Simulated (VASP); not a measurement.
Sr: single point with r2SCAN

The system is Sr.

```xyz
1
Lattice="-2.4250 2.6978 2.4250 2.4250 -2.6978 2.4250 2.4250 2.6978 -2.4250" Properties=species:S:1:pos:R:3 pbc="T T T"
Sr    0.0000    0.0000    0.0000
```

This cell differs from its parent crystal: strain +0.1125 x Voigt [0, 1, 0, 0, 0, 0].

```yaml
Program: VASP 6.6.1
Task: single point
Functional: r2SCAN
Potentials_or_basis: VASP PAW PBE potentials, release 64 (Sr_sv)
Cutoff: 520 eV
k_mesh: 14 × 14 × 14
Occupations: gaussian, width 0.15 eV
Spin: no spin polarisation
```

- Pressure: -1.1 GPa
- Band gap on the k mesh: zero (bands 5 and 6 overlap by 0.32 eV)

Stress tensor (GPa, compression positive):
```
-1.18  0.00  0.00
 0.00 -1.03  0.00
 0.00  0.00 -1.18
```

Levels at points of the mesh, in eV from the Fermi level:
```
           k point  band 1  band 2  band 3  band 4  band 5  band 6  band 7  band 8  band 9  band 10
(0.00, 0.00, 0.00)  -38.33  -19.61  -19.61  -19.60   -3.61    2.42    2.42    2.95    3.38     4.08
(0.50, 0.00, 0.00)  -38.32  -19.73  -19.64  -19.60   -0.93   -0.11    1.69    3.23    4.28     5.17
(0.00, 0.50, 0.00)  -38.32  -19.73  -19.65  -19.61   -0.72    0.18    1.06    4.02    4.45     5.31
(0.50, 0.50, 0.50)  -38.32  -19.70  -19.68  -19.68   -0.04    0.22    2.40    3.82    3.82     4.82
```

Run time: 8.7 min on 1 thread of Intel Xeon 8259CL (shared host), peak memory 0.31 GiB.

Caveat: the cell differs from its parent crystal (strain +0.1125 x Voigt [0, 1, 0, 0, 0, 0]); the PAW data sets were made with another functional, which shifts forces and pressure a little.
